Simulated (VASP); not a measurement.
Here is a VASP 6.6.1 calculation.

File INCAR:

```
ALGO = Normal ; EDIFF = 1E-8
ENCUT = 520 ; ISIF = 2
ISMEAR = -1 ; LASPH = T
LCHARG = F ; LEFG = T
LREAL = F ; LWAVE = F
NBANDS = 12 ; NELM = 100
PREC = Accurate ; SIGMA = 0.03
```

Contents of KPOINTS:

```
k-points
0
Gamma
  12 12 7
```

The input POSCAR:

```
Sb
1.0
    3.3690001795     -0.0336900018     -0.0336900018
   -1.7136764872      2.9344847417     -0.0123313965
   -0.0533000000     -0.0533000000      5.3300000000
Sb
2
Direct
    0.3333333333      0.6666666667      0.2500000000
    0.6666666667      0.3333333333      0.7500000000
```

Potentials or basis: VASP PAW LDA potentials, release 64 (Sb).

Launch:

```console
$ cat potpaw_LDA.64/Sb/POTCAR > POTCAR
$ mpirun -np 1 vasp_std > vasp.out
```

Q: Estimate the pressure.

A: -1.3 GPa.

Q: What does it give for the band gap on the k mesh?

A: Zero (bands 5 and 6 overlap by 6.71 eV).

Q: Estimate the largest force.

A: 0.028 eV/Å.

Stress tensor (GPa, compression positive):
```
-0.86 -0.34  0.06
-0.34 -0.74  0.09
 0.06  0.09 -2.15
```

Caveat: the cell differs from its parent crystal (equal xy, yz and zx shear strains of -2 %); without QUAD_EFG the Cq values of the log hold for a quadrupole moment of 1 mb, not for the nuclei; spin-orbit coupling is left out, which moves the levels of the heavy elements.
